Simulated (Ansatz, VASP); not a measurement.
## One calculation of SiC, two programs

POSCAR

```
SiC
1.0
    1.5375975033     -2.6631969973      0.0000000000
    0.0000000000      0.0000000000     -5.0481668562
    9.7380662677      4.4387504355      1.6825540132
Si C
8 8
Direct
    0.2222500000      1.2731471175      0.8333333333
   -0.0277750000      1.0231721175      0.0833333333
    0.3889000000      1.1064971175      0.3333333333
   -0.1944250000      1.1898221175      0.5833333333
    0.6944750000      0.8009221175      0.9166666667
    0.4444500000      0.5509471175      0.1666666667
    0.8611250000      0.6342721175      0.4166666667
    0.2778000000      0.7175971175      0.6666666667
    0.2222500000      0.8973528825      0.8333333333
   -0.0277750000      0.6473778825      0.0833333333
    0.3889000000      0.7307028825      0.3333333333
   -0.1944250000      0.8140278825      0.5833333333
    0.6944750000      0.4251278825      0.9166666667
    0.4444500000      0.1751528825      0.1666666667
    0.8611250000      0.2584778825      0.4166666667
    0.2778000000      0.3418028825      0.6666666667
```

The input INCAR.step1:

```
PREC = Accurate
ENCUT = 520
ISMEAR = 0
SIGMA = 0.05
LREAL = Auto
LASPH = True
NELM = 60
NBANDS = 46
GGA = PE
ALGO = Normal
EDIFF = 1E-4
LWAVE = True
LCHARG = False
```

Contents of INCAR.step2:

```
PREC = Accurate
ENCUT = 520
EDIFF = 1E-7
ISMEAR = 0
SIGMA = 0.05
LREAL = Auto
LASPH = True
NELM = 60
ALGO = Normal
ISIF = 2
LWAVE = False
LCHARG = False
METAGGA = R2SCAN
LMIXTAU = True
NBANDS = 46
ISTART = 1
```

File KPOINTS:

```
regular mesh
0
Gamma
  7 5 2
```

Input for Ansatz:

```yaml
crystal:
  lattice:
    - [1.5375975033, -2.6631969973, 0.0]
    - [0.0, 0.0, -5.0481668562]
    - [9.7380662677, 4.4387504355, 1.6825540132]
  atoms:
    - { symbol: Si, position: [0.22225, 1.2731471175, 0.8333333333] }
    - { symbol: Si, position: [-0.027775, 1.0231721175, 0.0833333333] }
    - { symbol: Si, position: [0.3889, 1.1064971175, 0.3333333333] }
    - { symbol: Si, position: [-0.194425, 1.1898221175, 0.5833333333] }
    - { symbol: Si, position: [0.694475, 0.8009221175, 0.9166666667] }
    - { symbol: Si, position: [0.44445, 0.5509471175, 0.1666666667] }
    - { symbol: Si, position: [0.861125, 0.6342721175, 0.4166666667] }
    - { symbol: Si, position: [0.2778, 0.7175971175, 0.6666666667] }
    - { symbol: C, position: [0.22225, 0.8973528825, 0.8333333333] }
    - { symbol: C, position: [-0.027775, 0.6473778825, 0.0833333333] }
    - { symbol: C, position: [0.3889, 0.7307028825, 0.3333333333] }
    - { symbol: C, position: [-0.194425, 0.8140278825, 0.5833333333] }
    - { symbol: C, position: [0.694475, 0.4251278825, 0.9166666667] }
    - { symbol: C, position: [0.44445, 0.1751528825, 0.1666666667] }
    - { symbol: C, position: [0.861125, 0.2584778825, 0.4166666667] }
    - { symbol: C, position: [0.2778, 0.3418028825, 0.6666666667] }
basis:
  ecutwfc: 500
kpoints:
  mp_grid: { grid: [7, 5, 2] }
hamiltonian:
  xc: r2scan
scf:
  occupations: { method: gaussian, width: 0.05 }
output:
  forces: true
  stress: true
  eigenvalues: true
  write_density: true
  write_potential: true
  elf: true
  volumetric_format: npy
```

Alike in both runs: task single point; functional r2SCAN; k mesh 7 × 5 × 2; occupations gaussian, width 0.05 eV; no spin polarisation.

|  | VASP | Ansatz |
| --- | --- | --- |
| version | VASP 6.6.1 | Ansatz 0.2.0 |
| potentials or method | VASP PAW PBE potentials, release 64 (Si, C), cutoff 520 eV | scalar-relativistic, plane waves, PAW |
| valence electrons in the cell | 64 | 64 |

```tsv
	VASP	Ansatz	Ansatz less VASP
gap on the k mesh at the Fermi level (eV)	none	none	-
pressure (GPa)	2.2	2.4	+0.15
traceless stress, the component that is largest in VASP (GPa)	5.90	5.87	-0.027
rms of the force components (eV/Å)	0.745	0.743	-0.0012
```

VASP's potentials were made for PBE, not for r2SCAN. Atom by atom the forces differ by 0.006 eV/Å (rms over components). A gap of «none» marks a metal or a gap that the smearing closes.
